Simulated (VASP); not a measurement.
Set up this calculation in VASP 6.6.1, as the native input.

| Quantity | Value |
| --- | --- |
| Task | single point |
| Functional | PBE |
| Potentials or basis | VASP PAW PBE potentials, release 64 (Ge_d, Sb, Te) |
| Cutoff | 500 eV |
| k mesh | 12 × 12 × 2 |
| Occupations | gaussian, width 0.02 eV |
| Spin | no spin polarisation |
| Dipole correction | no |
| Further INCAR settings | ALGO = Normal; EDIFF = 1e-06; NBANDS = 50 |

The structure of GeSb4Te7 lies in POSCAR:

```
GeSb4Te7
1.0
    4.3236027489      0.0000000000      0.0000000000
   -2.1618013745      3.7443498164      0.0000000000
    0.0000000000      0.0000000000     25.2693783843
Ge Sb Te
1 4 7
Direct
    0.0000000000      0.0000000000      0.5000000000
    0.6666666667      0.3333333333      0.9207324098
    0.3333333333      0.6666666667      0.3525401644
    0.3333333333      0.6666666667      0.0792675902
    0.6666666667      0.3333333333      0.6474598356
    0.3333333333      0.6666666667      0.8532524121
    0.6666666667      0.3333333333      0.1467475879
    0.0000000000      0.0000000000      0.7146582908
    0.6666666667      0.3333333333      0.4326972694
    0.3333333333      0.6666666667      0.5673027306
    0.0000000000      0.0000000000      0.0000000000
    0.0000000000      0.0000000000      0.2853417092
```

The input as run:

INCAR

```
ALGO = Normal ; EDIFF = 1E-6
ENCUT = 500 ; GGA = PE
GGA_COMPAT = False ; ISIF = 2
ISMEAR = 0 ; LASPH = True
LCHARG = False ; LREAL = False
LWAVE = False ; NBANDS = 50
NELM = 120 ; PREC = Accurate
SIGMA = 0.02
```

KPOINTS

```
k-points
0
Gamma
  12 12 2
```

Potentials or basis: VASP PAW PBE potentials, release 64 (Ge_d, Sb, Te).

Launch:

```console
$ cat potpaw_PBE.64/Ge_d/POTCAR potpaw_PBE.64/Sb/POTCAR potpaw_PBE.64/Te/POTCAR > POTCAR
$ mpirun -np 1 vasp_std > vasp.out
```

Results of the run:

```yaml
Pressure: -0.3 GPa
Largest_force: 0.023 eV/Å
Band_gap_on_the_k_mesh: 0.53 eV
```

Caveat: spin-orbit coupling is left out, which moves the levels of the heavy elements; this functional lacks dispersion, which binds layers or chains, so the pressure and a relaxed spacing across them are unreliable.

It took 19 min on 1 thread of Intel(R) Xeon(R) Platinum 8259CL CPU @ 2.50GHz (Skylake/Cascade Lake), with other jobs on the host, peak memory 0.88 GiB.
